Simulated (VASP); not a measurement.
Write the native input for VASP 6.6.1 that does the following.

```
Task                   : single point
Functional             : r2SCAN
Potentials or basis    : VASP PAW PBE potentials, release 64 (Bi_d, Te, Se)
Cutoff                 : 520 eV
k mesh                 : 6 × 6 × 6
Occupations            : gaussian, width 0.05 eV
Spin                   : no spin polarisation
Dipole correction      : no
Further INCAR settings : ALGO = Normal; EDIFF = 1e-07; NBANDS = 32
```

The system is Bi2TeSe2.

```
Bi Te Se
1.0
     2.02876    1.17130    9.56665
    -2.02876    1.17130    9.56665
     0.00000   -2.34261    9.56665
Bi Te Se
2 1 2
Cartesian
  0.0000 0.0000 11.4243
  0.0000 0.0000 17.2756
  0.0000 0.0000 0.0000
  0.0000 0.0000 6.0729
  0.0000 0.0000 22.6270
```

This cell differs from its parent crystal: strain -0.030 along x and y, -0.015 along z.

The input as run:

POSCAR

```
Bi2TeSe2
1.0
    2.0287562046      1.1713029409      9.5666450500
   -2.0287562046      1.1713029409      9.5666450500
    0.0000000000     -2.3426058817      9.5666450500
Bi Te Se
2 1 2
Direct
    0.3980600000      0.3980600000      0.3980600000
    0.6019400000      0.6019400000      0.6019400000
    0.0000000000      0.0000000000      0.0000000000
    0.2116000000      0.2116000000      0.2116000000
    0.7884000000      0.7884000000      0.7884000000
```

INCAR.step1

```
PREC = Accurate ; ENCUT = 520
ISMEAR = 0 ; SIGMA = 0.05
LREAL = False ; LASPH = True
NELM = 80 ; NBANDS = 32
GGA = PE ; ALGO = Normal
EDIFF = 1E-4 ; LWAVE = True
LCHARG = False
```

INCAR.step2

```
PREC = Accurate ; ENCUT = 520
EDIFF = 1E-7 ; ISMEAR = 0
SIGMA = 0.05 ; LREAL = False
LASPH = True ; NELM = 80
ALGO = Normal ; ISIF = 2
LWAVE = False ; LCHARG = True
METAGGA = R2SCAN ; LMIXTAU = True
LELF = True ; LVHAR = True
NBANDS = 32 ; ISTART = 1
```

KPOINTS

```
Automatic mesh
0
Gamma
  6 6 6
```

Potentials or basis: VASP PAW PBE potentials, release 64 (Bi_d, Te, Se).

Launch:

```bash
$ cat potpaw_PBE.64/Bi_d/POTCAR potpaw_PBE.64/Te/POTCAR potpaw_PBE.64/Se/POTCAR > POTCAR
$ cp INCAR.step1 INCAR
$ mpirun -np 1 vasp_std > vasp.out
$ cp INCAR.step2 INCAR
$ mpirun -np 1 vasp_std > vasp.out
```

Results of the run:

| Property | Result |
| --- | --- |
| Pressure | 10.4 GPa |
| Largest force | 2.206 eV/Å |
| Band gap on the k mesh | 0.76 eV |

Caveat: the cell differs from its parent crystal (strain -0.030 along x and y, -0.015 along z); the cell stands under pressure; the PAW data sets were made with another functional, which shifts forces and pressure a little; spin-orbit coupling is left out, which moves the levels of the heavy elements.

Run time: 35 min on 1 thread of Intel(R) Xeon(R) 6975P-C (Granite Rapids), with other jobs on the host, peak memory 1.2 GiB.
